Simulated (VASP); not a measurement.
# HfO2 (Fm-3m) in VASP: further runs, part 2 of 2

VASP 6.6.1. The steps go on from the part before.

### 3 Relaxation of cell and atoms, PBE

INCAR

```
  ALGO = Normal
  EDIFF = 1E-6
  EDIFFG = -0.001
  ENCUT = 600
  GGA = PE
  IBRION = 2
  ISIF = 3
  ISMEAR = 0
  LASPH = True
  LCHARG = False
  LREAL = False
  LWAVE = False
  NELM = 60
  NSW = 80
  PREC = Accurate
  SIGMA = 0.01
```

KPOINTS

```
k-points
0
Gamma
  8 8 8
```

POSCAR

```
HfO2
1.0
    0.0000000000      2.5488057759      2.5488057759
    2.5488057759      0.0000000000      2.5488057759
    2.5488057759      2.5488057759      0.0000000000
Hf O
1 2
Direct
    0.0000000000      0.0000000000      0.0000000000
    0.2500000000      0.2500000000      0.2500000000
    0.7500000000      0.7500000000      0.7500000000
```

Potentials or basis: VASP PAW PBE potentials, release 64 (Hf_pv, O).

The run is started by

```
> cat potpaw_PBE.64/Hf_pv/POTCAR potpaw_PBE.64/O/POTCAR > POTCAR
> mpirun -np 1 vasp_std > vasp.out
```

OUTCAR:

```text
EDIFF = 1E-6
   EDIFFG = -0.001
   ENCUT = 600
   GGA = PE
   IBRION = 2
   ISIF = 3
   ISMEAR = 0
   LASPH = True
   LREAL = False
   NELM = 60
   NSW = 80
   PREC = Accurate

 ion  position               nearest neighbor table
   1  0.000  0.000  0.000-   3 2.21   3 2.21   3 2.21   2 2.21   3 2.21   2 2.21   2 2.21   2 2.21

   2  0.250  0.250  0.250-   1 2.21   1 2.21   1 2.21   1 2.21
   3  0.750  0.750  0.750-   1 2.21   1 2.21   1 2.21   1 2.21

  LATTYP: Found a face centered cubic cell.
 ALAT       =     5.0976115518

  Lattice vectors:

 A1 = (   0.0000000000,   2.5488057759,   2.5488057759)
 A2 = (   2.5488057759,   0.0000000000,   2.5488057759)
 A3 = (   2.5488057759,   2.5488057759,   0.0000000000)

Analysis of symmetry for initial positions (statically):
=====================================================================
 Subroutine PRICEL returns:
 Original cell was already a primitive cell.

 Routine SETGRP: Setting up the symmetry group for a
 face centered cubic supercell.

 Subroutine GETGRP returns: Found 48 space group operations
 (whereof 48 operations were pure point group operations)
 out of a pool of 48 trial point group operations.

The static configuration has the point symmetry O_h .

[... 173 lines left out ...]
  in kB      -38.7191721    -38.7191721    -38.7191721      0.0000000      0.0000000      0.0000000
  external PRESSURE =     -38.7191721 kB  Pullay stress =       0.0000000 kB
[... 61 lines left out ...]
--------------------------------------- Ionic step        3  -------------------------------------------

 number of electron      21.9999997 magnetization

 Free energy of the ion-electron system (eV)
  ---------------------------------------------------
  ext. energy  EPLUGINS =         0.00000000
  ---------------------------------------------------
  free energy    TOTEN  =       -30.25509968 eV

  energy without entropy =      -30.25509968  energy(sigma->0) =      -30.25509968

 E-fermi :   4.4096     XC(G=0): -11.8355

 val. band max:        4.2725159589   @ k =   0.5000   0.5000   0.0000
 cond. band min:       8.0742141956   @ k =   0.5000   0.5000   0.0000
 fundamental gap:      3.8016982366
 Fermi energy:         4.4095508757

 k-point     1 :       0.0000    0.0000    0.0000
  band No.  band energies     occupation
      1     -25.4162      2.00000
      2     -25.4162      2.00000
      3     -25.4162      2.00000
      4     -14.4553      2.00000
      5     -11.4260      2.00000
      6      -1.0663      2.00000
      7      -1.0663      2.00000
      8      -1.0663      2.00000
      9       3.6663      2.00000
     10       3.6663      2.00000
     11       3.6663      2.00000
     12       8.1537      0.00000
     13       8.1537      0.00000
     14      10.1071      0.00000
[... 401 lines left out ...]
      2     -25.5895      2.00000
      3     -25.4934      2.00000
      4     -12.8662      2.00000
      5     -12.3160      2.00000
      6      -0.5509      2.00000
      7      -0.2022      2.00000
      8       0.7594      2.00000
      9       2.0537      2.00000
     10       2.9209      2.00000
     11       3.0237      2.00000
     12       8.8761      0.00000
     13       9.2782      0.00000
     14      11.2674      0.00000
     15      12.3613      0.00000

 [... further k-points ...]
[... 5 lines left out ...]
  --------------------------------------------------------------------------------------
  -------------------------------------------------------------------------------------
  Total       -0.0019127     -0.0019127     -0.0019127      0.0000000      0.0000000      0.0000000
  in kB       -0.0940085     -0.0940085     -0.0940085      0.0000000      0.0000000      0.0000000
  external PRESSURE =      -0.0940085 kB  Pullay stress =       0.0000000 kB
[... 18 lines left out ...]
  FREE ENERGIE OF THE ION-ELECTRON SYSTEM (eV)
  ---------------------------------------------------
  free  energy   TOTEN  =       -30.2550996780 eV

  energy  without entropy=      -30.2550996780  energy(sigma->0) =      -30.25509968

 reached required accuracy - stopping structural energy minimisation
```

Run time: 24 s. Hardware: 1 thread of Intel Xeon 6975P-C (Granite Rapids), shared host; peak memory 0.18 GiB.

What came out:

```yaml
Free_energy: -30.2551 eV
Relaxed_volume: 10.87 Å³/atom
Relaxed_cell: a = 3.586 Å, b = 3.586 Å, c = 3.586 Å, α = 60.00°, β = 60.00°, γ = 60.00°
Space_group_after_relaxing_to_0.05_Å: Fm-3m (No. 225)
Energy_gained_by_relaxing: 2.1 meV/atom
Ionic_steps: 3
Pressure_after_relaxing: 0.0 GPa
Band_gap_on_the_k_mesh: 3.80 eV, direct
```

Step by step:
| step | energy change (eV) | largest force (eV/Å) | pressure (GPa) | volume (Å³) |
| --- | --- | --- | --- | --- |
| 1 | 0.0000 | 0.0000 | -3.87 | 33.12 |
| 2 | 0.0073 | 0.0000 | 6.01 | 31.85 |
| 3 | -0.0064 | 0.0000 | -0.01 | 32.60 |

Final structure:
```
Hf O
1.0
     0.00000    2.53542    2.53542
     2.53542    0.00000    2.53542
     2.53542    2.53542    0.00000
Hf O
1 2
Direct
  0.00000 0.00000 0.00000
  0.25000 0.25000 0.25000
  0.75000 0.75000 0.75000
```

Levels at points of the mesh, in eV from the valence-band top:
```tsv
k point	band 7	band 8	band 9	band 10	band 11	band 12	band 13	band 14	band 15
(0.00, 0.00, 0.00)	-5.34	-5.34	-0.61	-0.61	-0.61	3.88	3.88	5.83	10.42
(0.50, 0.00, 0.00)	-4.30	-3.04	-2.73	-1.83	-1.83	4.61	4.61	6.98	9.07
(0.50, 0.50, 0.00)	-3.46	-3.46	-1.53	-1.53	0.00	3.80	5.50	6.63	8.16
```

Caveat: spin-orbit coupling is left out, which moves the levels of the heavy elements.

### 4 Relaxation of cell and atoms, PBE

This run uses another cell than the first one, of 11.15 Å³/atom, 1.010 times its volume.

INCAR

```
PREC = Accurate
ENCUT = 600
EDIFF = 1E-6
ISMEAR = 0
SIGMA = 0.02
LREAL = False
LASPH = True
NELM = 60
ALGO = Normal
ISIF = 3
LWAVE = False
LCHARG = False
GGA = PE
IBRION = 2
NSW = 100
EDIFFG = -0.01
```

KPOINTS

```
regular mesh
0
Gamma
  8 8 8
```

POSCAR

```
HfO2
1.0
    0.0000000000      2.5574998900      2.5574998900
    2.5574998900      0.0000000000      2.5574998900
    2.5574998900      2.5574998900      0.0000000000
Hf O
1 2
Direct
    0.0000000000      0.0000000000      0.0000000000
    0.2500000000      0.2500000000      0.2500000000
    0.7500000000      0.7500000000      0.7500000000
```

The run is started by

```
> cat potpaw_PBE.64/Hf_pv/POTCAR potpaw_PBE.64/O/POTCAR > POTCAR
> mpirun -np 1 vasp_std > vasp.out
```

Run time: 25 s. Hardware: 1 thread of Intel Xeon 6975P-C (Granite Rapids), shared host; peak memory 0.18 GiB.

Results (log left out):

```yaml
Free_energy: -30.2560 eV
Relaxed_volume: 10.87 Å³/atom
Relaxed_cell: a = 3.586 Å, b = 3.586 Å, c = 3.586 Å, α = 60.00°, β = 60.00°, γ = 60.00°
Space_group_after_relaxing_to_0.05_Å: Fm-3m (No. 225)
Energy_gained_by_relaxing: 5.7 meV/atom
Ionic_steps: 3
Pressure_after_relaxing: 0.0 GPa
Band_gap_on_the_k_mesh: 3.80 eV, direct
```

The path:
| step | energy change (eV) | largest force (eV/Å) | pressure (GPa) | volume (Å³) |
| --- | --- | --- | --- | --- |
| 1 | 0.0000 | 0.0000 | -6.23 | 33.46 |
| 2 | 0.0193 | 0.0000 | 10.18 | 31.40 |
| 3 | -0.0172 | 0.0000 | -0.05 | 32.60 |

Final structure:
```yaml
crystal:
  lattice:
    - [0.00000, 2.53546, 2.53546]
    - [2.53546, 0.00000, 2.53546]
    - [2.53546, 2.53546, 0.00000]
  atoms:
    - { symbol: Hf, position: [0.00000, 0.00000, 0.00000] }
    - { symbol: O, position: [0.25000, 0.25000, 0.25000] }
    - { symbol: O, position: [0.75000, 0.75000, 0.75000] }
```

Levels at points of the mesh, in eV from the valence-band top:
```tsv
k point	band 9	band 10	band 11	band 12	band 13	band 14
(0.00, 0.00, 0.00)	-0.61	-0.61	-0.61	3.88	3.88	5.83
(0.50, 0.00, 0.00)	-2.73	-1.83	-1.83	4.61	4.61	6.98
(0.50, 0.50, 0.00)	-1.53	-1.53	0.00	3.80	5.50	6.63
```

Caveat: spin-orbit coupling is left out, which moves the levels of the heavy elements. A k mesh can miss the band edges.

### 5 Summary

```tsv
task	cell	cutoff (eV)	smearing	gap on the mesh (eV)	pressure (GPa)	relaxed volume (Å³/atom)
single point	a = 3.605 Å, angles 60.0°, 3 atoms	520	gaussian 0.02 eV	3.76	-3.6	-
relaxation of cell and atoms	relaxed from a = 3.605 Å, angles 60.0°, 3 atoms	600	gaussian 0.01 eV	3.80	0.0	10.87
relaxation of cell and atoms	relaxed from a = 3.617 Å, angles 60.0°, 3 atoms	600	gaussian 0.02 eV	3.80	0.0	10.87
```

Alike in all rows: level PBE; potentials or basis VASP PAW PBE potentials, release 64 (Hf_pv, O); no spin polarisation; k mesh 8 × 8 × 8.

Caveats: spin-orbit coupling is left out, which moves the levels of the heavy elements.

Absolute energies hang on the potentials; compare differences alone.
